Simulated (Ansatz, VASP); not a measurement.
## MgO: VASP beside Ansatz

The input INCAR:

```
PREC = Accurate ; ENCUT = 520
EDIFF = 1E-7 ; ISMEAR = 0
SIGMA = 0.05 ; LREAL = False
LASPH = True ; NELM = 100
ALGO = Normal ; ISIF = 2
LWAVE = False ; LCHARG = False
GGA = PS ; NBANDS = 11
```

The input KPOINTS:

```
regular mesh
0
Gamma
  10 10 10
```

The input POSCAR:

```
MgO
1.0
    0.0000000000      2.0901029176      2.0901029176
    2.0901029176      0.0000000000      2.0901029176
    2.0901029176      2.0901029176      0.0000000000
Mg O
1 1
Direct
    0.0126180202      0.0126180202     -0.0126180202
    0.4808312406      0.4808312406      0.5191687594
```

Input for Ansatz:

```yaml
crystal:
  lattice:
    - [0.0, 2.0901029176, 2.0901029176]
    - [2.0901029176, 0.0, 2.0901029176]
    - [2.0901029176, 2.0901029176, 0.0]
  atoms:
    - { symbol: Mg, position: [0.0126180202, 0.0126180202, -0.0126180202] }
    - { symbol: O, position: [0.4808312406, 0.4808312406, 0.5191687594] }
basis:
  ecutwfc: 520.0
kpoints:
  mp_grid: { grid: [10, 10, 10] }
hamiltonian:
  xc: pbesol
  pseudopotentials: { kind: paw, azcp: { folder: soft_1 } }
scf:
  occupations: { method: gaussian, width: 0.05 }
output:
  forces: true
  stress: true
  eigenvalues: true
```

Change from the starting cell: mode 6 frozen in at -0.081 Å, equal normal strain along x, y and z -0.0083.

Alike in both runs: task single point; functional PBEsol; k mesh 10 × 10 × 10; occupations gaussian, width 0.05 eV; no spin polarisation.

```csv
,VASP,Ansatz
version,VASP 6.6.1,Ansatz 0.2.0
potentials or method,"VASP PAW PBE potentials, release 64 (Mg, O), cutoff 520 eV","scalar-relativistic, plane waves, PAW"
valence electrons in the cell,8,16
```

VASP gave:

| Quantity | Value |
| --- | --- |
| gap on the k mesh at the Fermi level (eV) | 4.85 |
| least direct gap on the mesh (eV) | 4.85 |
| pressure (GPa) | 5.5 |
| traceless stress, the component that is largest in VASP (GPa) | 4.76 |
| rms of the force components (eV/Å) | 0.521 |

Task: What did Ansatz give for the same quantities?

Result: gap on the k mesh at the Fermi level (eV): 4.86; least direct gap on the mesh (eV): 4.86; pressure (GPa): 6.0; traceless stress, the component that is largest in VASP (GPa): 4.66; rms of the force components (eV/Å): 0.514.

VASP's potentials were made for PBE, not for PBEsol, and Ansatz warns of the same on its side. Atom by atom the forces differ by 0.007 eV/Å (rms over components). VASP's potentials hold 8 valence electrons a cell and Ansatz's 16, so a difference there can come from the potentials and not from the codes.
